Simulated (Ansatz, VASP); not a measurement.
**One calculation of HfOs3, two programs**

```xyz
4
Lattice="3.9856 0.0000 0.0000 0.0000 3.9856 0.0000 0.0000 0.0000 3.9856" Properties=species:S:1:pos:R:3 pbc="T T T"
Hf    0.0000    0.0000    0.0000
Os    0.0000    1.9928    1.9928
Os    1.9928    1.9928    0.0000
Os    1.9928    0.0000    1.9928
```

Alike in both runs: task single point; functional PBEsol; k mesh 8 × 8 × 8; occupations gaussian, width 0.05 eV; no spin polarisation.

|  | VASP | Ansatz |
| --- | --- | --- |
| version | VASP 6.6.1 | Ansatz 0.2.0 |
| potentials or method | VASP PAW PBE potentials, release 64 (Hf_pv, Os), cutoff 520 eV | scalar-relativistic, plane waves, PAW |
| valence electrons in the cell | 34 | 74 |

Ansatz gave:

- gap on the k mesh at the Fermi level (eV): none
- pressure (GPa): -11.2

Which values does VASP return?

gap on the k mesh at the Fermi level (eV): none; pressure (GPa): -11.7.

VASP's potentials were made for PBE, not for PBEsol. A gap of «none» marks a metal or a gap that the smearing closes. The functional is the same, so the differences come from potentials, cutoffs and numerics. VASP's potentials hold 34 valence electrons a cell and Ansatz's 74, so a difference there can come from the potentials and not from the codes.

Neither program's run includes spin-orbit coupling.
